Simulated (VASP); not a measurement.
# RuPt2 (P6/mmm) in VASP: a series of runs

The runs below take RuPt2 through single point, relaxation of cell and atoms, with PBE.

Program: VASP 6.6.1. These are calculated values, not measurements. Logs are shortened: lines on timing, memory, paths and dates and some standing lists are left out, and cuts for length are marked.

### 1 The cell of the first run

Symmetry: P6/mmm, No. 191, hexagonal system. The conventional cell has a = 4.645 Å, b = 4.645 Å, c = 2.609 Å, α = 90.00°, β = 90.00°, γ = 120.00°. Ru (site symmetry 6/mmm) has 2 Ru at 2.61 Å and 6 Pt at 2.68 Å within 3.4 Å. Within 3.4 Å of Pt (site symmetry -6m2) lie 5 Pt at 2.61 to 2.68 Å and 3 Ru at 2.68 Å.

The cell was generated, and may not be a known phase.

### 2 Single point, PBE

The input, INCAR:

```
SYSTEM = RuPt2
PREC = Accurate
ENCUT = 520
EDIFF = 1E-7
ISMEAR = 0
SIGMA = 0.1
LREAL = .False.
LASPH = .True.
NELM = 100
ALGO = Fast
ISIF = 2
LWAVE = .False.
LCHARG = .True.
GGA = PE
LELF = .True.
LVHAR = .True.
NBANDS = 24
```

The input, KPOINTS:

```
Automatic mesh
0
Gamma
  12 12 18
  0 0 0
```

The input, POSCAR:

```
RuPt2
1.0
    4.6448093146      0.0000000000      0.0000000000
   -2.3224046573      4.0225228621      0.0000000000
    0.0000000000      0.0000000000      2.6092209484
Ru Pt
1 2
Direct
    0.0000000000      0.0000000000      0.0000000000
    0.3333333333      0.6666666667      0.0000000000
    0.6666666667      0.3333333333      0.0000000000
```

Potentials or basis: VASP PAW PBE potentials, release 64 (Ru_pv, Pt).

On the command line:

```console
$ cat potpaw_PBE.64/Ru_pv/POTCAR potpaw_PBE.64/Pt/POTCAR > POTCAR
$ mpirun -np 1 vasp_std > vasp.out
```

OUTCAR:

```text
SYSTEM = RuPt2
   PREC = Accurate
   ENCUT = 520
   EDIFF = 1E-7
   ISMEAR = 0
   LREAL = .False.
   LASPH = .True.
   NELM = 100
   ISIF = 2
   GGA = PE

 ion  position               nearest neighbor table
   1  0.000  0.000  0.000-   2 2.68   3 2.68   2 2.68   3 2.68   3 2.68   2 2.68
   2  0.333  0.667  0.000-   3 2.68   1 2.68   3 2.68   1 2.68   1 2.68   3 2.68
   3  0.667  0.333  0.000-   2 2.68   1 2.68   2 2.68   1 2.68   1 2.68   2 2.68

  LATTYP: Found a hexagonal cell.
 ALAT       =     4.6448093146
 C/A-ratio  =     0.5617498527

  Lattice vectors:

 A1 = (   4.6448093146,   0.0000000000,   0.0000000000)
 A2 = (  -2.3224046573,   4.0225228621,   0.0000000000)
 A3 = (   0.0000000000,   0.0000000000,   2.6092209484)

Analysis of symmetry for initial positions (statically):
=====================================================================
 Subroutine PRICEL returns:
 Original cell was already a primitive cell.

 Routine SETGRP: Setting up the symmetry group for a
 hexagonal supercell.

 Subroutine GETGRP returns: Found 24 space group operations
 (whereof 24 operations were pure point group operations)
 out of a pool of 24 trial point group operations.

The static configuration has the point symmetry D_6h.

Analysis of symmetry for dynamics (positions and initial velocities):
=====================================================================
 Subroutine PRICEL returns:
 Original cell was already a primitive cell.

 Routine SETGRP: Setting up the symmetry group for a
 hexagonal supercell.

 Subroutine GETGRP returns: Found 24 space group operations
 (whereof 24 operations were pure point group operations)
 out of a pool of 24 trial point group operations.

The dynamic configuration has the point symmetry D_6h.

 Subroutine INISYM returns: Found 24 space group operations
 (whereof 24 operations are pure point group operations),
 and found     1 'primitive' translations

----------------------------------------------------------------------------------------

                                     Primitive cell

  volume of cell :      48.7503

  direct lattice vectors                    reciprocal lattice vectors
     4.644809315  0.000000000  0.000000000     0.215294091  0.124300101  0.000000000
    -2.322404657  4.022522862  0.000000000     0.000000000  0.248600203  0.000000000
     0.000000000  0.000000000  2.609220948     0.000000000  0.000000000  0.383256160

  length of vectors
     4.644809315  4.644809315  2.609220948     0.248600203  0.248600203  0.383256160

  position of ions in fractional coordinates (direct lattice)
     0.000000000  0.000000000  0.000000000
     0.333333333  0.666666667  0.000000000
     0.666666667  0.333333333  0.000000000

  ion indices of the primitive-cell ions
   primitive index   ion index
                 1           1
                 2           2
                 3           3

----------------------------------------------------------------------------------------

 KPOINTS: Automatic mesh

Automatic generation of k-mesh.
 Grid dimensions read from file:
 generate k-points for:   12   12   18

 Generating k-lattice:

  Cartesian coordinates                     Fractional coordinates (reciprocal lattice)
     0.017941174  0.010358342  0.000000000     0.083333333  0.000000000  0.000000000
     0.000000000  0.020716684  0.000000000     0.000000000  0.083333333  0.000000000
     0.000000000  0.000000000  0.021292009     0.000000000  0.000000000  0.055555556

  Length of vectors
     0.020716684  0.020716684  0.021292009

  Shift w.r.t. Gamma in fractional coordinates (k-lattice)
     0.000000000  0.000000000  0.000000000

 Subroutine IBZKPT returns following result:
 ===========================================

 Found    190 irreducible k-points:

 Following reciprocal coordinates:
            Coordinates               Weight
  0.000000  0.000000  0.000000      1.000000
  0.083333  0.000000  0.000000      6.000000
  0.166667  0.000000  0.000000      6.000000
  0.250000  0.000000  0.000000      6.000000
  0.333333 -0.000000  0.000000      6.000000
  0.416667  0.000000  0.000000      6.000000
[... 16 lines left out ...]
  0.250000  0.000000  0.055556     12.000000
  0.333333 -0.000000  0.055556     12.000000
 [... further k-points ...]
   k-points           NKPTS =    190   k-points in BZ     NKDIM =    190   number of bands    NBANDS=     24
   number of dos      NEDOS =    301   number of ions     NIONS =      3
   total plane-waves  NPLWV =  25920
   dimension x,y,z NGX =    36 NGY =   36 NGZ =   20
   dimension x,y,z NGXF=    72 NGYF=   72 NGZF=   40
   ions per type =               1   2
   NGX,Y,Z   is equivalent  to a cutoff of  12.89, 12.89, 12.74 a.u.
   NGXF,Y,Z  is equivalent  to a cutoff of  25.77, 25.77, 25.49 a.u.
 SYSTEM =  RuPt2
   PREC   = accura    normal or accurate (medium, high low for compatibility)
   ISTART =      0    job   : 0-new  1-cont  2-samecut
   ICHARG =      2    charge: 1-file 2-atom 10-const
   ISPIN  =      1    spin polarized calculation?
   LNONCOLLINEAR =      F non collinear calculations
   LSORBIT =      F    spin-orbit coupling
   LASPH  =      T    aspherical Exc in radial PAW
   ENCUT  =  520.0 eV  38.22 Ry    6.18 a.u.   8.64  8.64  4.85*2*pi/ulx,y,z
   NELM   =    100;   NELMIN=  2; NELMDL= -5     # of ELM steps
   EDIFF  = 0.1E-06   stopping-criterion for ELM
   LREAL  =      F    real-space projection
   EDIFFG = 0.1E-05   stopping-criterion for IOM
   NSW    =      0    number of steps for IOM
   IBRION =     -1    ionic relax: 0-MD 1-quasi-New 2-CG
   NFREE  =      0    steps in history (QN), initial steepest desc. (CG)
   ISIF   =      2    stress and relaxation
   ISYM   =      2    0-nonsym 1-usesym 2-fastsym
   POTIM  = 0.5000    time-step for ionic-motion
   TEBEG  =    0.0;   TEEND  =   0.0 temperature during run
   PSTRESS=    0.0 pullay stress
   NELECT =      34.0000    total number of electrons
   NUPDOWN=      -1.0000    fix difference up-down
   EMIN   =  10.00;   EMAX   =-10.00  energy-range for DOS
   EFERMI =   0.00;   METHOD = LEGACY
   ISMEAR =     0;   SIGMA  =   0.10  broadening in eV -4-tet -1-fermi 0-gaus
   EFERMI_NEDOS =   21; number of points for ismear=-14 and -15
   IALGO  =     68    algorithm
   IMIX   =      4    mixing-type and parameters
     AMIX     =   0.40;   BMIX     =  1.00
     AMIX_MAG =   1.60;   BMIX_MAG =  1.00
  volume/ion in A,a.u.               =      16.25       109.66
  Fermi-wavevector in a.u.,A,eV,Ry     =   1.451806  2.743516 28.677570  2.107742
  Thomas-Fermi vector in A             =   2.569261
   LORBIT       =      0    0 simple, 1 ext, 2 COOP (PROOUT), +10 PAW based schemes
   GGA     = PE    functional components
   LHFCALC =     F    Hartree Fock is set to
   AEXX    =    0.0000 exact exchange contribution
   IVDW    =     0    specifies the selected vdW correction
   LEPSILON=     F    determine dielectric tensor
   LRPA    =     F    only Hartree local field effects (RPA)
 non-spin polarized calculation
 RMM-DIIS sequential band-by-band and
 Gauss-broadening in eV      SIGMA  =   0.10
  energy-cutoff  :      520.00
  volume of cell :       48.75
 maximum number of plane-waves:      1336
 NGX is ok and might be reduce to    36
   NGX = 17   NGY = 17   NGZ =  9

 number of electron      33.9999994 magnetization

 Free energy of the ion-electron system (eV)
  ---------------------------------------------------
  ext. energy  EPLUGINS =         0.00000000
  ---------------------------------------------------
  free energy    TOTEN  =       -20.38034886 eV

  energy without entropy =      -20.36925806  energy(sigma->0) =      -20.37480346

 E-fermi :   9.8482     XC(G=0): -12.9509

 val. band max:        9.8370279991   @ k =   0.3333   0.0833   0.1667
 cond. band min:       9.8514014500   @ k =   0.5000   0.0000   0.2222
 fundamental gap:      0.0143734508
 Fermi energy:         9.8481820694

 k-point     1 :       0.0000    0.0000    0.0000
  band No.  band energies     occupation
      1     -32.9288      2.00000
      2     -32.9288      2.00000
      3     -32.4755      2.00000
      4       1.2012      2.00000
      5       4.0230      2.00000
      6       4.8011      2.00000
[... 16 lines left out ...]
     23      16.7777      0.00000
     24      16.9217      0.00000

 k-point     2 :       0.0833    0.0000    0.0000
  band No.  band energies     occupation
      1     -32.9290      2.00000
      2     -32.9287      2.00000
      3     -32.4755      2.00000
      4       1.2878      2.00000
      5       4.0523      2.00000
      6       4.7754      2.00000
[... 16 lines left out ...]
     23      16.9164      0.00000
     24      17.9250      0.00000

 k-point     3 :       0.1667    0.0000    0.0000
  band No.  band energies     occupation
      1     -32.9295      2.00000
      2     -32.9284      2.00000
      3     -32.4755      2.00000
      4       1.5393      2.00000
      5       4.1381      2.00000
      6       4.6813      2.00000
[... 16 lines left out ...]
     23      17.4296      0.00000
     24      19.0779      0.00000

 k-point     4 :       0.2500    0.0000    0.0000
  band No.  band energies     occupation
      1     -32.9302      2.00000
      2     -32.9281      2.00000
      3     -32.4755      2.00000
      4       1.9302      2.00000
      5       4.2707      2.00000
      6       4.3645      2.00000
[... 16 lines left out ...]
     23      18.3490      0.00000
     24      20.2677      0.00000

 k-point     5 :       0.3333   -0.0000    0.0000
  band No.  band energies     occupation
      1     -32.9309      2.00000
      2     -32.9277      2.00000
      3     -32.4755      2.00000
      4       2.4141      2.00000
      5       3.9191      2.00000
      6       4.4539      2.00000
[... 451 lines left out ...]
 k-point    22 :       0.1667    0.0000    0.0556
  band No.  band energies     occupation
      1     -32.9273      2.00000
      2     -32.9262      2.00000
      3     -32.4973      2.00000
      4       1.6245      2.00000
      5       4.2191      2.00000
      6       4.8121      2.00000
[... 16 lines left out ...]
     23      17.4975      0.00000
     24      19.2269      0.00000

 k-point    23 :       0.2500    0.0000    0.0556
  band No.  band energies     occupation
      1     -32.9280      2.00000
      2     -32.9258      2.00000
      3     -32.4973      2.00000
      4       2.0172      2.00000
      5       4.3477      2.00000
      6       4.4205      2.00000
[... 16 lines left out ...]
     23      18.4365      0.00000
     24      20.4069      0.00000

 k-point    24 :       0.3333   -0.0000    0.0556
  band No.  band energies     occupation
      1     -32.9287      2.00000
      2     -32.9255      2.00000
      3     -32.4973      2.00000
      4       2.5038      2.00000
      5       3.9617      2.00000
      6       4.5291      2.00000
[... 16 lines left out ...]
     23      19.7254      0.00000
     24      21.6162      0.00000

 [... further k-points ...]

------------------------ aborting loop because EDIFF is reached ----------------------------------------

  FORCE on cell =-STRESS in cart. coord.  units (eV):
  Direction    XX          YY          ZZ          XY          YZ          ZX
  --------------------------------------------------------------------------------------
  -------------------------------------------------------------------------------------
  Total       -0.1101312     -0.1101312     -0.1222401      0.0000000      0.0000000      0.0000000
  in kB       -3.6194596     -3.6194596     -4.0174165      0.0000000      0.0000000      0.0000000
  external PRESSURE =      -3.7521119 kB  Pullay stress =       0.0000000 kB

 VOLUME and BASIS-vectors are now :
 -----------------------------------------------------------------------------
  energy-cutoff  :      520.00
  volume of cell :       48.75
      direct lattice vectors                 reciprocal lattice vectors
     4.644809315  0.000000000  0.000000000     0.215294091  0.124300101  0.000000000
    -2.322404657  4.022522862  0.000000000     0.000000000  0.248600203  0.000000000
     0.000000000  0.000000000  2.609220948     0.000000000  0.000000000  0.383256160

 POSITION                                       TOTAL-FORCE (eV/Angst)
 -----------------------------------------------------------------------------------
      0.00000      0.00000      0.00000        -0.000000     -0.000000     -0.000000
     -0.00000      2.68168      0.00000         0.000000     -0.000000      0.000000
      2.32240      1.34084      0.00000        -0.000000      0.000000     -0.000000
 -----------------------------------------------------------------------------------
    total drift:                                0.000000      0.000000      0.000000

  FREE ENERGIE OF THE ION-ELECTRON SYSTEM (eV)
  ---------------------------------------------------
  free  energy   TOTEN  =       -20.3803488646 eV

  energy  without entropy=      -20.3692580599  energy(sigma->0) =      -20.37480346
```

Run time: 5.7 min. Hardware: 1 thread of Intel Xeon 8259CL, shared host; peak memory 0.33 GiB.

What came out:

| Quantity | Value |
| --- | --- |
| Free energy | -20.3803 eV |
| Pressure | -0.4 GPa |
| Band gap on the k mesh | zero (bands 17 and 18 overlap by 2.46 eV) |

Caveat: spin-orbit coupling is left out, which moves the levels of the heavy elements.

### 3 Relaxation of cell and atoms, PBE

This run uses another cell than the first one, of 16.31 Å³/atom.

The input, INCAR:

```
PREC     = Accurate       # precision mode
ENCUT    = 600            # plane-wave cutoff, eV
EDIFF    = 1E-6           # SCF threshold, eV
ISMEAR   = 0              # smearing method
SIGMA    = 0.1            # smearing width, eV
LREAL    = False          # projectors in reciprocal space
LASPH    = True           # aspherical terms in the spheres
NELM     = 80             # most SCF steps
ALGO     = Fast           # electronic algorithm
ISIF     = 3              # what is computed and relaxed
LWAVE    = False          # write WAVECAR
LCHARG   = False          # write CHGCAR
GGA      = PE             # functional
IBRION   = 2              # ionic algorithm
NSW      = 100            # ionic steps
EDIFFG   = -0.01          # ionic threshold
```

The input, KPOINTS:

```
regular mesh
0
Gamma
  12 12 18
```

The input, POSCAR:

```
RuPt2
1.0
    4.6260990933      0.0000000000      0.0000000000
   -2.3130495467      4.0063193353      0.0000000000
    0.0000000000      0.0000000000      2.6397447368
Ru Pt
1 2
Direct
    0.0000000000      0.0000000000      0.0000000000
    0.3333333333      0.6666666667      0.0000000000
    0.6666666667      0.3333333333      0.0000000000
```

Potentials or basis: VASP PAW PBE potentials, release 64 (Ru_pv, Pt).

On the command line:

```console
$ cat potpaw_PBE.64/Ru_pv/POTCAR potpaw_PBE.64/Pt/POTCAR > POTCAR
$ mpirun -np 1 vasp_std > vasp.out
```

It took 24 min on 1 thread of Intel Xeon 8259CL, shared host; peak memory 0.39 GiB.

The run converged. Its results:

| Item | Value |
| --- | --- |
| Free energy | -20.3807 eV |
| Relaxed volume | 16.23 Å³/atom |
| Relaxed cell | a = 4.643 Å, b = 4.643 Å, c = 2.607 Å, α = 90.00°, β = 90.00°, γ = 120.00° |
| Space group after relaxing (to 0.1 Å) | P6/mmm (No. 191) |
| Energy gained by relaxing | 4.2 meV/atom |
| Ionic steps | 6 |
| Pressure after relaxing | 0.0 GPa |
| Band gap on the k mesh | zero (bands 17 and 18 overlap by 2.47 eV) |

Step by step:
```
step  energy change (eV)  largest force (eV/Å)  pressure (GPa)  volume (Å³)
   1              0.0000                0.0000           -0.70        48.92
   2              0.0101                0.0000            1.14        48.40
   3             -0.0125                0.0000           -0.12        48.70
   4             -0.0125                0.0000           -0.10        48.70
   5             -0.0125                0.0000            0.25        48.63
   6             -0.0125                0.0000            0.01        48.68
```

Final structure:
```
Ru Pt
1.0
     4.64289    0.00000    0.00000
    -2.32145    4.02086    0.00000
     0.00000    0.00000    2.60743
Ru Pt
1 2
Cartesian
  0.0000 0.0000 0.0000
  0.0000 2.6806 0.0000
  2.3214 1.3403 0.0000
```

Levels at points of the mesh, in eV from the Fermi level:
```csv
k point,band 15,band 16,band 17,band 18,band 19,band 20
"(0.00, 0.00, 0.00)",-1.41,-0.82,-0.82,0.93,0.93,4.82
"(0.50, 0.00, 0.00)",-0.62,-0.12,0.15,0.30,0.51,0.76
"(0.00, 0.00, 0.50)",-1.13,-1.13,-0.87,1.23,2.01,4.96
"(0.50, 0.00, 0.50)",-0.14,0.67,1.46,2.13,4.20,4.52
```

Caveat: spin-orbit coupling is left out, which moves the levels of the heavy elements.
